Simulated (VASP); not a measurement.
# Ta2AlN2 (P6/mmm) in VASP: single point with PBE

Aim: the single point of Ta2AlN2 with PBE.

All numbers are computed with VASP 6.6.1; they aren't measurements. Logs are shortened: lines on timing, memory, paths and dates and some standing lists are left out, and cuts for length are marked.

## (1) The cell of the first run

It takes space group P6/mmm (No. 191, hexagonal). Conventional cell: a = 4.724 Å, b = 4.724 Å, c = 3.992 Å, α = 90.00°, β = 90.00°, γ = 120.00°. Ta (site symmetry -6m2) has 2 N at 2.00 Å within 2.6 Å. Al (site symmetry 6/mmm) has 6 N at 2.73 Å and 12 Ta at 3.38 Å within 3.6 Å. N (site symmetry -6m2) has 2 Ta at 2.00 Å within 2.6 Å.

The cell was generated, and may not be a known phase.

## (2) Single point, PBE

File INCAR:

```
  PREC = Accurate
  ENCUT = 700
  EDIFF = 1E-6
  ISMEAR = 0
  SIGMA = 0.1
  LREAL = F
  LASPH = T
  NELM = 120
  ALGO = Normal
  ISIF = 2
  LWAVE = F
  LCHARG = T
  GGA = PE
  LELF = T
  LVHAR = T
  NBANDS = 28
  GGA_COMPAT = F
```

File KPOINTS:

```
Automatic mesh
0
Gamma
  6 6 4
```

File POSCAR:

```
Ta2AlN2
1.0
    4.7236345654      0.0000000000      0.0000000000
   -2.3618172827      4.0907875318      0.0000000000
    0.0000000000      0.0000000000      3.9920088403
Ta Al N
2 1 2
Direct
    0.3333333333      0.6666666667      0.5000000000
    0.6666666667      0.3333333333      0.5000000000
    0.0000000000      0.0000000000      0.0000000000
    0.3333333333      0.6666666667      0.0000000000
    0.6666666667      0.3333333333      0.0000000000
```

Potentials or basis: VASP PAW PBE potentials, release 64 (Ta_sv_GW, Al, N).

Started as:

```sh
> cat potpaw_PBE.64/Ta_sv_GW/POTCAR potpaw_PBE.64/Al/POTCAR potpaw_PBE.64/N/POTCAR > POTCAR
> mpirun -np 1 vasp_std > vasp.out
```

OUTCAR:

```text
PREC = Accurate
   ENCUT = 700
   EDIFF = 1E-6
   ISMEAR = 0
   LREAL = F
   LASPH = T
   NELM = 120
   ISIF = 2
   GGA = PE

 ion  position               nearest neighbor table
   1  0.333  0.667  0.500-   4 2.00   4 2.00   2 2.73   2 2.73   2 2.73
   2  0.667  0.333  0.500-   5 2.00   5 2.00   1 2.73   1 2.73   1 2.73
   3  0.000  0.000  0.000-
   4  0.333  0.667  0.000-   1 2.00   1 2.00
   5  0.667  0.333  0.000-   2 2.00   2 2.00

  LATTYP: Found a hexagonal cell.
 ALAT       =     4.7236345654
 C/A-ratio  =     0.8451138176

  Lattice vectors:

 A1 = (   4.7236345654,   0.0000000000,   0.0000000000)
 A2 = (  -2.3618172827,   4.0907875318,   0.0000000000)
 A3 = (   0.0000000000,   0.0000000000,   3.9920088403)

Analysis of symmetry for initial positions (statically):
=====================================================================
 Subroutine PRICEL returns:
 Original cell was already a primitive cell.

 Routine SETGRP: Setting up the symmetry group for a
 hexagonal supercell.

 Subroutine GETGRP returns: Found 24 space group operations
 (whereof 24 operations were pure point group operations)
 out of a pool of 24 trial point group operations.

The static configuration has the point symmetry D_6h.

Analysis of symmetry for dynamics (positions and initial velocities):
=====================================================================
 Subroutine PRICEL returns:
 Original cell was already a primitive cell.

 Routine SETGRP: Setting up the symmetry group for a
 hexagonal supercell.

 Subroutine GETGRP returns: Found 24 space group operations
 (whereof 24 operations were pure point group operations)
 out of a pool of 24 trial point group operations.

The dynamic configuration has the point symmetry D_6h.

 Subroutine INISYM returns: Found 24 space group operations
 (whereof 24 operations are pure point group operations),
 and found     1 'primitive' translations

----------------------------------------------------------------------------------------

                                     Primitive cell

  volume of cell :      77.1391

  direct lattice vectors                    reciprocal lattice vectors
     4.723634565  0.000000000  0.000000000     0.211701389  0.122225854  0.000000000
    -2.361817283  4.090787532  0.000000000     0.000000000  0.244451708  0.000000000
     0.000000000  0.000000000  3.992008840     0.000000000  0.000000000  0.250500447

  length of vectors
     4.723634565  4.723634565  3.992008840     0.244451708  0.244451708  0.250500447

  position of ions in fractional coordinates (direct lattice)
     0.333333333  0.666666667  0.500000000
     0.666666667  0.333333333  0.500000000
     0.000000000  0.000000000  0.000000000
     0.333333333  0.666666667  0.000000000
     0.666666667  0.333333333  0.000000000

  ion indices of the primitive-cell ions
   primitive index   ion index
                 1           1
                 2           2
                 3           3
                 4           4
                 5           5

----------------------------------------------------------------------------------------

 KPOINTS: Automatic mesh

Automatic generation of k-mesh.
 Grid dimensions read from file:
 generate k-points for:    6    6    4

 Generating k-lattice:

  Cartesian coordinates                     Fractional coordinates (reciprocal lattice)
     0.035283565  0.020370976  0.000000000     0.166666667  0.000000000  0.000000000
     0.000000000  0.040741951  0.000000000     0.000000000  0.166666667  0.000000000
     0.000000000  0.000000000  0.062625112     0.000000000  0.000000000  0.250000000

  Length of vectors
     0.040741951  0.040741951  0.062625112

  Shift w.r.t. Gamma in fractional coordinates (k-lattice)
     0.000000000  0.000000000  0.000000000

 Subroutine IBZKPT returns following result:
 ===========================================

 Found     21 irreducible k-points:

 Following reciprocal coordinates:
            Coordinates               Weight
  0.000000  0.000000  0.000000      1.000000
  0.166667  0.000000  0.000000      6.000000
  0.333333  0.000000  0.000000      6.000000
  0.500000  0.000000  0.000000      3.000000
  0.166667  0.166667  0.000000      6.000000
  0.333333  0.166667  0.000000     12.000000
[... 13 lines left out ...]
  0.333333  0.166667  0.500000     12.000000
  0.333333  0.333333  0.500000      2.000000
   k-points           NKPTS =     21   k-points in BZ     NKDIM =     21   number of bands    NBANDS=     28
   number of dos      NEDOS =    301   number of ions     NIONS =      5
   total plane-waves  NPLWV =  63504
   dimension x,y,z NGX =    42 NGY =   42 NGZ =   36
   dimension x,y,z NGXF=    84 NGYF=   84 NGZF=   72
   ions per type =               2   1   2
   NGX,Y,Z   is equivalent  to a cutoff of  14.78, 14.78, 14.99 a.u.
   NGXF,Y,Z  is equivalent  to a cutoff of  29.56, 29.56, 29.98 a.u.
 SYSTEM =  unknown system
   PREC   = accura    normal or accurate (medium, high low for compatibility)
   ISTART =      0    job   : 0-new  1-cont  2-samecut
   ICHARG =      2    charge: 1-file 2-atom 10-const
   ISPIN  =      1    spin polarized calculation?
   LNONCOLLINEAR =      F non collinear calculations
   LSORBIT =      F    spin-orbit coupling
   LASPH  =      T    aspherical Exc in radial PAW
   ENCUT  =  700.0 eV  51.45 Ry    7.17 a.u.  10.19 10.19  8.61*2*pi/ulx,y,z
   NELM   =    120;   NELMIN=  2; NELMDL= -5     # of ELM steps
   EDIFF  = 0.1E-05   stopping-criterion for ELM
   LREAL  =      F    real-space projection
[... 7 lines left out ...]
   TEBEG  =    0.0;   TEEND  =   0.0 temperature during run
   PSTRESS=    0.0 pullay stress
   NELECT =      39.0000    total number of electrons
   NUPDOWN=      -1.0000    fix difference up-down
   EMIN   =  10.00;   EMAX   =-10.00  energy-range for DOS
   EFERMI =   0.00;   METHOD = LEGACY
   ISMEAR =     0;   SIGMA  =   0.10  broadening in eV -4-tet -1-fermi 0-gaus
   EFERMI_NEDOS =   21; number of points for ismear=-14 and -15
   IALGO  =     38    algorithm
   IMIX   =      4    mixing-type and parameters
     AMIX     =   0.40;   BMIX     =  1.00
     AMIX_MAG =   1.60;   BMIX_MAG =  1.00
  volume/ion in A,a.u.               =      15.43       104.11
  Fermi-wavevector in a.u.,A,eV,Ry     =   1.304182  2.464546 23.142015  1.700890
  Thomas-Fermi vector in A             =   2.435135
   LORBIT       =      0    0 simple, 1 ext, 2 COOP (PROOUT), +10 PAW based schemes
   GGA     = PE    functional components
   LHFCALC =     F    Hartree Fock is set to
   AEXX    =    0.0000 exact exchange contribution
   IVDW    =     0    specifies the selected vdW correction
   LEPSILON=     F    determine dielectric tensor
   LRPA    =     F    only Hartree local field effects (RPA)
 non-spin polarized calculation
 Gauss-broadening in eV      SIGMA  =   0.10
  energy-cutoff  :      700.00
  volume of cell :       77.14
 maximum number of plane-waves:      3284
 NGX is ok and might be reduce to    42
   NGX = 21   NGY = 21   NGZ = 17

 number of electron      38.9999997 magnetization

 Free energy of the ion-electron system (eV)
  ---------------------------------------------------
  ext. energy  EPLUGINS =         0.00000000
  ---------------------------------------------------
  free energy    TOTEN  =       -46.13898136 eV

  energy without entropy =      -46.11166067  energy(sigma->0) =      -46.12532101

 E-fermi :   7.2399     XC(G=0): -11.3162

 val. band max:        7.2387209801   @ k =   0.1667   0.0000   0.2500
 cond. band min:       7.2435305381   @ k =   0.3333   0.1667   0.0000
 fundamental gap:      0.0048095580
 Fermi energy:         7.2398647127

 k-point     1 :       0.0000    0.0000    0.0000
  band No.  band energies     occupation
      1     -60.1727      2.00000
      2     -60.0379      2.00000
      3     -27.0390      2.00000
      4     -27.0390      2.00000
      5     -26.8046      2.00000
      6     -26.5963      2.00000
[... 20 lines left out ...]
     27      10.8940      0.00000
     28      13.9785      0.00000

 k-point     2 :       0.1667    0.0000    0.0000
  band No.  band energies     occupation
      1     -60.1648      2.00000
      2     -60.0460      2.00000
      3     -27.0563      2.00000
      4     -27.0013      2.00000
      5     -26.7924      2.00000
      6     -26.6087      2.00000
[... 20 lines left out ...]
     27      11.8977      0.00000
     28      13.3143      0.00000

 k-point     3 :       0.3333    0.0000    0.0000
  band No.  band energies     occupation
      1     -60.1444      2.00000
      2     -60.0666      2.00000
      3     -27.0886      2.00000
      4     -26.9095      2.00000
      5     -26.7609      2.00000
      6     -26.6407      2.00000
[... 20 lines left out ...]
     27      12.1673      0.00000
     28      12.8007      0.00000

 k-point     4 :       0.5000    0.0000    0.0000
  band No.  band energies     occupation
      1     -60.1281      2.00000
      2     -60.0832      2.00000
      3     -27.1038      2.00000
      4     -26.8479      2.00000
      5     -26.7356      2.00000
      6     -26.6663      2.00000
[... 20 lines left out ...]
     27      11.6455      0.00000
     28      11.7367      0.00000

 k-point     5 :       0.1667    0.1667    0.0000
  band No.  band energies     occupation
      1     -60.1504      2.00000
      2     -60.0606      2.00000
      3     -27.0870      2.00000
      4     -26.9255      2.00000
      5     -26.7702      2.00000
      6     -26.6314      2.00000
[... 20 lines left out ...]
     27      12.3463      0.00000
     28      12.6712      0.00000

 k-point     6 :       0.3333    0.1667    0.0000
  band No.  band energies     occupation
      1     -60.1281      2.00000
      2     -60.0832      2.00000
      3     -27.1181      2.00000
      4     -26.8107      2.00000
      5     -26.7356      2.00000
      6     -26.6663      2.00000
[... 370 lines left out ...]
      5     -26.8022      2.00000
      6     -26.7275      2.00000
[... 20 lines left out ...]
     27      12.4884      0.00000
     28      12.6049      0.00000

 k-point    19 :       0.1667    0.1667    0.5000
  band No.  band energies     occupation
      1     -60.1498      2.00000
      2     -60.0601      2.00000
      3     -27.0817      2.00000
      4     -26.9206      2.00000
      5     -26.8394      2.00000
      6     -26.6899      2.00000
[... 20 lines left out ...]
     27      12.6582      0.00000
     28      13.0474      0.00000

 k-point    20 :       0.3333    0.1667    0.5000
  band No.  band energies     occupation
      1     -60.1275      2.00000
      2     -60.0826      2.00000
      3     -27.1127      2.00000
      4     -26.8058      2.00000
      5     -26.8022      2.00000
      6     -26.7275      2.00000
[... 20 lines left out ...]
     27      12.8225      0.00000
     28      12.9304      0.00000

 k-point    21 :       0.3333    0.3333    0.5000
  band No.  band energies     occupation
      1     -60.1051      2.00000
      2     -60.1051      2.00000
      3     -27.1321      2.00000
      4     -26.7649      2.00000
      5     -26.7649      2.00000
      6     -26.6428      2.00000
[... 20 lines left out ...]
     27      12.9031      0.00000
     28      12.9031      0.00000

------------------------ aborting loop because EDIFF is reached ----------------------------------------

  FORCE on cell =-STRESS in cart. coord.  units (eV):
  Direction    XX          YY          ZZ          XY          YZ          ZX
  --------------------------------------------------------------------------------------
  -------------------------------------------------------------------------------------
  Total       -0.0662203     -0.0662203      0.0998107     -0.0000000     -0.0000000      0.0000000
  in kB       -1.3753940     -1.3753940      2.0730653     -0.0000000     -0.0000000      0.0000000
  external PRESSURE =      -0.2259076 kB  Pullay stress =       0.0000000 kB

 VOLUME and BASIS-vectors are now :
 -----------------------------------------------------------------------------
  energy-cutoff  :      700.00
  volume of cell :       77.14
      direct lattice vectors                 reciprocal lattice vectors
     4.723634565  0.000000000  0.000000000     0.211701389  0.122225854  0.000000000
    -2.361817283  4.090787532  0.000000000     0.000000000  0.244451708  0.000000000
     0.000000000  0.000000000  3.992008840     0.000000000  0.000000000  0.250500447

 POSITION                                       TOTAL-FORCE (eV/Angst)
 -----------------------------------------------------------------------------------
     -0.00000      2.72719      1.99600        -0.000000      0.000000     -0.000000
      2.36182      1.36360      1.99600         0.000000     -0.000000      0.000000
      0.00000      0.00000      0.00000         0.000000      0.000000      0.000000
     -0.00000      2.72719      0.00000         0.000000      0.000000      0.000000
      2.36182      1.36360      0.00000        -0.000000      0.000000      0.000000
 -----------------------------------------------------------------------------------
    total drift:                               -0.000000      0.000000     -0.000000

  FREE ENERGIE OF THE ION-ELECTRON SYSTEM (eV)
  ---------------------------------------------------
  free  energy   TOTEN  =       -46.1389813597 eV

  energy  without entropy=      -46.1116606667  energy(sigma->0) =      -46.12532101
```

Run time: 60 s. Hardware: 1 thread of Intel Xeon 6975P-C (Granite Rapids), shared host; peak memory 0.28 GiB.

Results:

| Quantity | Value |
| --- | --- |
| Free energy | -46.1390 eV |
| Pressure | 0.0 GPa |
| Band gap on the k mesh | zero (an odd number of electrons rules out a gap without spin polarisation) |

Stress tensor (GPa, compression positive):
```
-0.14  0.00  0.00
 0.00 -0.14  0.00
 0.00  0.00  0.21
```

Levels at points of the mesh, in eV from the Fermi level:
| k point | band 18 | band 19 | band 20 | band 21 | band 22 | band 23 |
| --- | --- | --- | --- | --- | --- | --- |
| (0.00, 0.00, 0.00) | 0.08 | 0.08 | 0.57 | 1.06 | 1.06 | 1.25 |
| (0.50, 0.00, 0.00) | -0.50 | -0.42 | -0.35 | 0.08 | 0.12 | 2.41 |
| (0.00, 0.00, 0.50) | -2.30 | -0.10 | -0.10 | 0.86 | 0.86 | 4.01 |
| (0.50, 0.00, 0.50) | -1.57 | -0.97 | -0.71 | 0.26 | 3.48 | 3.85 |

Caveat: the k points lie up to 0.39 Å⁻¹ apart, too coarse for converged energies and pressures of a metal; spin-orbit coupling is left out, which moves the levels of the heavy elements.
